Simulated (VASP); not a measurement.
# MgS (P6_3mc) in VASP: further runs, part 2 of 2

VASP 6.6.1.

### 3 Single point, r2SCAN

This run uses another cell than the first one, of 24.03 Å³/atom.

File POSCAR:

```
MgS
1.0
    4.1137527396      0.0000000000      0.0000000000
   -2.0568763698      3.5626143774      0.0000000000
    0.0000000000      0.0000000000      6.5584496235
S Mg
2 2
Direct
    0.6666666667      0.3333333333      0.8792441500
    0.3333333333      0.6666666667      0.3792441500
    0.3333333333      0.6666666667      0.9957548500
    0.6666666667      0.3333333333      0.4957548500
```

File INCAR.step1:

```
SYSTEM = MgS
PREC = Accurate ; ENCUT = 520
ISMEAR = -1 ; SIGMA = 0.05
LREAL = .FALSE. ; LASPH = .TRUE.
NELM = 100 ; NBANDS = 16
GGA = PE ; ALGO = Normal
EDIFF = 1E-4 ; LWAVE = .TRUE.
LCHARG = .FALSE.
```

File INCAR.step2:

```
SYSTEM = MgS
PREC = Accurate ; ENCUT = 520
EDIFF = 1E-6 ; ISMEAR = -1
SIGMA = 0.05 ; LREAL = .FALSE.
LASPH = .TRUE. ; NELM = 100
ALGO = Normal ; ISIF = 2
LWAVE = .FALSE. ; LCHARG = .FALSE.
METAGGA = R2SCAN ; LMIXTAU = .TRUE.
NBANDS = 16 ; ISTART = 1
```

File KPOINTS:

```
regular mesh
0
G
  8 8 4
  0 0 0
```

Potentials or basis: VASP PAW PBE potentials, release 64 (S, Mg).

Launch:

```console
$ cat potpaw_PBE.64/S/POTCAR potpaw_PBE.64/Mg/POTCAR > POTCAR
$ cp INCAR.step1 INCAR
$ mpirun -np 1 vasp_std > vasp.out
$ cp INCAR.step2 INCAR
$ mpirun -np 1 vasp_std > vasp.out
```

OUTCAR:

```text
SYSTEM = MgS
   PREC = Accurate
   ENCUT = 520
   EDIFF = 1E-6
   ISMEAR = -1
   LREAL = .FALSE.
   LASPH = .TRUE.
   NELM = 100
   ISIF = 2
   METAGGA = R2SCAN
   ISTART = 1

 ion  position               nearest neighbor table
   1  0.667  0.333  0.879-   3 2.49   3 2.49   3 2.49   4 2.52
   2  0.333  0.667  0.379-   4 2.49   4 2.49   4 2.49   3 2.52
   3  0.333  0.667  0.996-   1 2.49   1 2.49   1 2.49   2 2.52
   4  0.667  0.333  0.496-   2 2.49   2 2.49   2 2.49   1 2.52
[... 657 lines left out ...]

  FORCE on cell =-STRESS in cart. coord.  units (eV):
  Direction    XX          YY          ZZ          XY          YZ          ZX
  --------------------------------------------------------------------------------------
  -------------------------------------------------------------------------------------
  Total       -2.0336679     -2.0336679     -1.9914270      0.0000000     -0.0000000      0.0000000
  in kB      -33.8986516    -33.8986516    -33.1945504      0.0000000     -0.0000000      0.0000000
  external PRESSURE =     -33.6639512 kB  Pullay stress =       0.0000000 kB

 VOLUME and BASIS-vectors are now :
 -----------------------------------------------------------------------------
  energy-cutoff  :      520.00
  volume of cell :       96.12
      direct lattice vectors                 reciprocal lattice vectors
     4.113752740  0.000000000  0.000000000     0.243087046  0.140346371  0.000000000
    -2.056876370  3.562614377  0.000000000     0.000000000  0.280692742  0.000000000
     0.000000000  0.000000000  6.558449623     0.000000000  0.000000000  0.152475060

 POSITION                                       TOTAL-FORCE (eV/Angst)
 -----------------------------------------------------------------------------------
      2.05688      1.18754      5.76648         0.000000     -0.000000     -0.060766
     -0.00000      2.37508      2.48725         0.000000      0.000000     -0.060766
     -0.00000      2.37508      6.53061        -0.000000      0.000000      0.060766
      2.05688      1.18754      3.25138         0.000000     -0.000000      0.060766
 -----------------------------------------------------------------------------------
    total drift:                                0.000000     -0.000000     -0.002790

  FREE ENERGIE OF THE ION-ELECTRON SYSTEM (eV)
  ---------------------------------------------------
  free  energy   TOTEN  =       -30.8719100215 eV

  energy  without entropy=      -30.8719100215  energy(sigma->0) =      -30.87191002
```

OUTCAR.step1:

```text
SYSTEM = MgS
   PREC = Accurate
   ENCUT = 520
   ISMEAR = -1
   LREAL = .FALSE.
   LASPH = .TRUE.
   NELM = 100
[... 686 lines left out ...]
     -0.00000      2.37508      2.48725        -0.000000     -0.000000     -0.054267
     -0.00000      2.37508      6.53061         0.000000      0.000000      0.054267
      2.05688      1.18754      3.25138         0.000000     -0.000000      0.054267
 -----------------------------------------------------------------------------------
    total drift:                               -0.000000     -0.000000     -0.000189

  FREE ENERGIE OF THE ION-ELECTRON SYSTEM (eV)
  ---------------------------------------------------
  free  energy   TOTEN  =       -16.9526390555 eV

  energy  without entropy=      -16.9526390555  energy(sigma->0) =      -16.95263906
```

OSZICAR.step1:

```text
N       E                     dE             d eps       ncg     rms          rms(c)
DAV:   1     0.617480323498E+02    0.61748E+02   -0.58280E+03   960   0.796E+02
DAV:   2    -0.118897223596E+02   -0.73638E+02   -0.67144E+02  1432   0.134E+02
DAV:   3    -0.179197661546E+02   -0.60300E+01   -0.60043E+01  1296   0.415E+01
DAV:   4    -0.179948060511E+02   -0.75040E-01   -0.75028E-01  1168   0.577E+00
DAV:   5    -0.179961923392E+02   -0.13863E-02   -0.13863E-02  1288   0.793E-01    0.554E+00
DAV:   6    -0.169976729117E+02    0.99852E+00   -0.15673E+00  1048   0.572E+00    0.422E+00
DAV:   7    -0.169354029447E+02    0.62270E-01   -0.36175E-01  1200   0.278E+00    0.318E+00
DAV:   8    -0.169548094069E+02   -0.19406E-01   -0.42778E-02  1040   0.142E+00    0.213E+00
DAV:   9    -0.169520834299E+02    0.27260E-02   -0.44394E-03  1104   0.458E-01    0.562E-01
DAV:  10    -0.169525493220E+02   -0.46589E-03   -0.19949E-03  1208   0.201E-01    0.877E-02
DAV:  11    -0.169526390555E+02   -0.89733E-04   -0.16817E-04  1080   0.714E-02
   1 F= -.16952639E+02 E0= -.16952639E+02  d E =-.276449E-10
```

Wall time 4 min (1 thread of Intel Xeon 8259CL, shared host); peak memory 0.25 GiB.

What came out:

```yaml
Free_energy: -30.8719 eV
Pressure: -3.4 GPa
Largest_force: 0.061 eV/Å
Band_gap_on_the_k_mesh: 3.80 eV
```

Forces on the atoms (eV/Å):
```
S    0.000  0.000 -0.061
S    0.000  0.000 -0.061
Mg   0.000  0.000  0.061
Mg   0.000  0.000  0.061
```

Caveat: the cell stands under tension; the PAW data sets were made with another functional, which shifts forces and pressure a little.

### 4 Single point, PBE0

This run uses another cell than the first one, of 22.67 Å³/atom.

File POSCAR:

```
MgS
1.0
    4.0346224068      0.0000000000      0.0000000000
   -2.0173112034      3.4940854990      0.0000000000
    0.0000000000      0.0000000000      6.4322941800
S Mg
2 2
Direct
    0.6666666667      0.3333333333      0.8792441500
    0.3333333333      0.6666666667      0.3792441500
    0.3333333333      0.6666666667      0.9957548500
    0.6666666667      0.3333333333      0.4957548500
```

File INCAR.step1:

```
PREC     = Accurate       # precision mode
ENCUT    = 520            # plane-wave cutoff, eV
EDIFF    = 1E-5           # SCF threshold, eV
ISMEAR   = -1             # smearing method
SIGMA    = 0.05           # smearing width, eV
LREAL    = False          # projectors in reciprocal space
LASPH    = True           # aspherical terms in the spheres
NELM     = 80             # most SCF steps
ALGO     = Normal         # electronic algorithm
ISIF     = 2              # what is computed and relaxed
LWAVE    = True           # write WAVECAR
LCHARG   = False          # write CHGCAR
NBANDS   = 16             # bands
GGA      = PE             # functional
```

File INCAR.step2:

```
PREC     = Accurate       # precision mode
ENCUT    = 520            # plane-wave cutoff, eV
EDIFF    = 1E-7           # SCF threshold, eV
ISMEAR   = -1             # smearing method
SIGMA    = 0.05           # smearing width, eV
LREAL    = False          # projectors in reciprocal space
LASPH    = True           # aspherical terms in the spheres
NELM     = 80             # most SCF steps
ALGO     = Normal         # electronic algorithm
ISIF     = 2              # what is computed and relaxed
LWAVE    = False          # write WAVECAR
LCHARG   = False          # write CHGCAR
GGA      = PE             # functional
LHFCALC  = True           # exact exchange
AEXX     = 0.25           # exact-exchange fraction
PRECFOCK = Normal       
NBANDS   = 16             # bands
ISTART   = 1
```

File KPOINTS:

```
regular mesh
0
Gamma
  6 6 4
```

Launch:

```console
$ cat potpaw_PBE.64/S/POTCAR potpaw_PBE.64/Mg/POTCAR > POTCAR
$ cp INCAR.step1 INCAR
$ mpirun -np 1 vasp_std > vasp.out
$ cp INCAR.step2 INCAR
$ mpirun -np 1 vasp_std > vasp.out
```

Wall time 61 min (1 thread of Intel Xeon Platinum 8259CL at 2.50GHz (Skylake/Cascade Lake), shared host); peak memory 0.25 GiB.

It converged, with:

```
Free energy            : -20.8399 eV
Pressure               : -0.2 GPa
Largest force          : 0.053 eV/Å
Band gap on the k mesh : 5.17 eV
```

Forces in eV/Å, atoms in the order of the input:
```
S    0.000  0.000 -0.053
S    0.000  0.000 -0.053
Mg   0.000  0.000  0.053
Mg   0.000  0.000  0.053
```

Stress tensor (GPa, compression positive):
```
-0.16  0.00  0.00
 0.00 -0.16  0.00
 0.00  0.00 -0.37
```

Levels at points of the mesh, in eV from the valence-band top:
| k point | band 5 | band 6 | band 7 | band 8 | band 9 | band 10 | band 11 | band 12 |
| --- | --- | --- | --- | --- | --- | --- | --- | --- |
| (0.00, 0.00, 0.00) | -0.65 | -0.18 | -0.18 | 0.00 | 5.17 | 6.49 | 9.42 | 9.42 |
| (0.50, 0.00, 0.00) | -2.07 | -1.38 | -1.01 | -0.53 | 6.47 | 6.97 | 7.65 | 9.41 |
| (0.00, 0.00, 0.50) | -0.42 | -0.42 | -0.42 | -0.42 | 6.73 | 6.73 | 9.56 | 9.56 |
| (0.50, 0.00, 0.50) | -0.99 | -0.99 | -0.89 | -0.89 | 6.39 | 6.39 | 8.16 | 8.16 |

Caveat: the PAW data sets were made with another functional, which shifts forces and pressure a little.

### 5 Single point, PBE0

This run uses another cell than the first one, of 22.66 Å³/atom.

File POSCAR:

```
MgS
1.0
    4.0332857547      0.0000000000      0.0000000000
   -2.0166428774      3.4929279243      0.0000000000
    0.0000000000      0.0000000000      6.4344116002
S Mg
2 2
Direct
    0.6666666667      0.3333333333      0.8784112497
    0.3333333333      0.6666666667      0.3784112497
    0.3333333333      0.6666666667      0.9965877503
    0.6666666667      0.3333333333      0.4965877503
```

File INCAR.step1:

```
PREC = Accurate
ENCUT = 520
EDIFF = 1E-5
ISMEAR = -1
SIGMA = 0.05
LREAL = False
LASPH = True
NELM = 60
ALGO = Normal
ISIF = 2
LWAVE = True
LCHARG = False
GGA = PE
NBANDS = 16
```

File INCAR.step2:

```
PREC = Accurate
ENCUT = 520
EDIFF = 1E-7
ISMEAR = -1
SIGMA = 0.05
LREAL = False
LASPH = True
NELM = 60
ALGO = Normal
ISIF = 2
LWAVE = False
LCHARG = False
GGA = PE
LHFCALC = True
AEXX = 0.25
PRECFOCK = Normal
ISTART = 1
NBANDS = 16
```

File KPOINTS:

```
regular mesh
0
Gamma
  4 4 4
```

Potentials or basis: VASP PAW PBE potentials, release 64 (S, Mg).

Launch:

```console
$ cat potpaw_PBE.64/S/POTCAR potpaw_PBE.64/Mg/POTCAR > POTCAR
$ cp INCAR.step1 INCAR
$ mpirun -np 1 vasp_std > vasp.out
$ cp INCAR.step2 INCAR
$ mpirun -np 1 vasp_std > vasp.out
```

OUTCAR:

```text
PREC = Accurate
   ENCUT = 520
   EDIFF = 1E-7
   ISMEAR = -1
   LREAL = False
   LASPH = True
   NELM = 60
   ISIF = 2
   GGA = PE
   LHFCALC = True
   AEXX = 0.25
   PRECFOCK = Normal
   ISTART = 1

 ion  position               nearest neighbor table
   1  0.667  0.333  0.878-   3 2.45   3 2.45   3 2.45   4 2.46
   2  0.333  0.667  0.378-   4 2.45   4 2.45   4 2.45   3 2.46
   3  0.333  0.667  0.997-   1 2.45   1 2.45   1 2.45   2 2.46
[... 423 lines left out ...]

  FORCE on cell =-STRESS in cart. coord.  units (eV):
  Direction    XX          YY          ZZ          XY          YZ          ZX
  --------------------------------------------------------------------------------------
  -------------------------------------------------------------------------------------
  Total       -0.1056593     -0.1056593     -0.0954889      0.0000000      0.0000000      0.0000000
  in kB       -1.8675010     -1.8675010     -1.6877427      0.0000000      0.0000000      0.0000000
  external PRESSURE =      -1.8075815 kB  Pullay stress =       0.0000000 kB

 VOLUME and BASIS-vectors are now :
 -----------------------------------------------------------------------------
  energy-cutoff  :      520.00
  volume of cell :       90.65
      direct lattice vectors                 reciprocal lattice vectors
     4.033285755  0.000000000  0.000000000     0.247936809  0.143146383  0.000000000
    -2.016642877  3.492927924  0.000000000     0.000000000  0.286292767  0.000000000
     0.000000000  0.000000000  6.434411600     0.000000000  0.000000000  0.155414366

 POSITION                                       TOTAL-FORCE (eV/Angst)
 -----------------------------------------------------------------------------------
      2.01664      1.16431      5.65206         0.000000     -0.000000     -0.001754
     -0.00000      2.32862      2.43485        -0.000000      0.000000     -0.001754
     -0.00000      2.32862      6.41246        -0.000000      0.000000      0.001754
      2.01664      1.16431      3.19525         0.000000     -0.000000      0.001754
 -----------------------------------------------------------------------------------
    total drift:                               -0.000000      0.000000      0.000126

  FREE ENERGIE OF THE ION-ELECTRON SYSTEM (eV)
  ---------------------------------------------------
  free  energy   TOTEN  =       -20.8438836360 eV

  energy  without entropy=      -20.8438836360  energy(sigma->0) =      -20.84388364
```

Run time: 17 min. Hardware: 1 thread of Intel Xeon Platinum 8259CL at 2.50GHz (Skylake/Cascade Lake), shared host; peak memory 0.22 GiB.

Results:

- Free energy: -20.8439 eV
- Pressure: -0.2 GPa
- Band gap on the k mesh: 5.20 eV

Caveat: the k points lie up to 0.45 Å⁻¹ apart; the PAW data sets were made with another functional, which shifts forces and pressure a little.

### 6 Single point, HSE06

This run uses another cell than the first one, of 22.69 Å³/atom.

File POSCAR:

```
MgS
1.0
    4.0349270924      0.0000000000      0.0000000000
   -2.0174635462      3.4943493645      0.0000000000
    0.0000000000      0.0000000000      6.4379384122
S Mg
2 2
Direct
    0.6666666667      0.3333333333      0.8783686539
    0.3333333333      0.6666666667      0.3783686539
    0.3333333333      0.6666666667      0.9966303461
    0.6666666667      0.3333333333      0.4966303461
```

File INCAR.step1:

```
SYSTEM = MgS
PREC = Accurate
ENCUT = 520
EDIFF = 1E-5
ISMEAR = -1
SIGMA = 0.05
LREAL = .FALSE.
LASPH = .TRUE.
NELM = 60
ALGO = Normal
ISIF = 2
LWAVE = .TRUE.
LCHARG = .FALSE.
GGA = PE
NBANDS = 16
```

File INCAR.step2:

```
SYSTEM = MgS
PREC = Accurate
ENCUT = 520
EDIFF = 1E-6
ISMEAR = -1
SIGMA = 0.05
LREAL = .FALSE.
LASPH = .TRUE.
NELM = 60
ALGO = Normal
ISIF = 2
LWAVE = .FALSE.
LCHARG = .FALSE.
GGA = PE
LHFCALC = .TRUE.
HFSCREEN = 0.2079
PRECFOCK = Normal
ISTART = 1
NBANDS = 16
```

File KPOINTS:

```
regular mesh
0
G
  4 4 4
  0 0 0
```

Potentials or basis: VASP PAW PBE potentials, release 64 (S, Mg).

Launch:

```console
$ cat potpaw_PBE.64/S/POTCAR potpaw_PBE.64/Mg/POTCAR > POTCAR
$ cp INCAR.step1 INCAR
$ mpirun -np 1 vasp_std > vasp.out
$ cp INCAR.step2 INCAR
$ mpirun -np 1 vasp_std > vasp.out
```

Wall time 12 min (1 thread of Intel Xeon Platinum 8259CL at 2.50GHz (Skylake/Cascade Lake), shared host); peak memory 0.32 GiB.

It converged, with:

```yaml
Free_energy: -19.7195 eV
Pressure: -0.2 GPa
Band_gap_on_the_k_mesh: 4.50 eV
```

Levels at points of the mesh, in eV from the valence-band top:
```csv
k point,band 4,band 5,band 6,band 7,band 8,band 9,band 10,band 11,band 12,band 13
"(0.00, 0.00, 0.00)",-0.61,-0.61,-0.15,-0.15,0.00,4.50,5.78,8.69,8.69,9.46
"(0.50, 0.00, 0.00)",-2.62,-2.03,-1.34,-0.99,-0.49,5.77,6.26,6.93,8.67,9.56
"(0.00, 0.00, 0.50)",-2.04,-0.39,-0.39,-0.39,-0.39,6.02,6.02,8.83,8.83,8.84
"(0.50, 0.00, 0.50)",-3.35,-0.95,-0.95,-0.86,-0.86,5.68,5.68,7.44,7.44,10.51
```

Caveat: the k points lie up to 0.45 Å⁻¹ apart; the PAW data sets were made with another functional, which shifts forces and pressure a little.

### 7 Overview

```tsv
level	cell	k mesh	grid for exact exchange (PRECFOCK)	share of exact exchange	screening parameter	gap on the mesh (eV)	pressure (GPa)	largest force (eV/Å)
r2SCAN	a = 4.088, b = 4.088, c = 6.517 Å, angles 90.0, 90.0, 120.0°, 4 atoms, atomic positions A	8 × 8 × 4	-	-	-	3.90	-2.4	0.06
r2SCAN	a = 4.114, b = 4.114, c = 6.558 Å, angles 90.0, 90.0, 120.0°, 4 atoms, atomic positions A	8 × 8 × 4	-	-	-	3.80	-3.4	0.06
PBE0	a = 4.035, b = 4.035, c = 6.432 Å, angles 90.0, 90.0, 120.0°, 4 atoms, atomic positions A	6 × 6 × 4	Normal	0.25	-	5.17	-0.2	0.05
PBE0	a = 4.033, b = 4.033, c = 6.434 Å, angles 90.0, 90.0, 120.0°, 4 atoms, atomic positions B	4 × 4 × 4	Normal	0.25	-	5.20	-0.2	-
HSE06	a = 4.035, b = 4.035, c = 6.438 Å, angles 90.0, 90.0, 120.0°, 4 atoms, atomic positions B	4 × 4 × 4	Normal	0.25	0.2079 1/Å	4.50	-0.2	-
```

Alike in all rows: task single point; potentials or basis VASP PAW PBE potentials, release 64 (S, Mg); no spin polarisation; cutoff (eV) 520; smearing fermi-dirac 0.05 eV.

Caveats: some runs use coarse meshes; the PAW data sets were made with another functional, which shifts forces and pressure a little; the cell stands under tension (at least some runs).

Absolute energies hang on the potentials; compare differences alone.
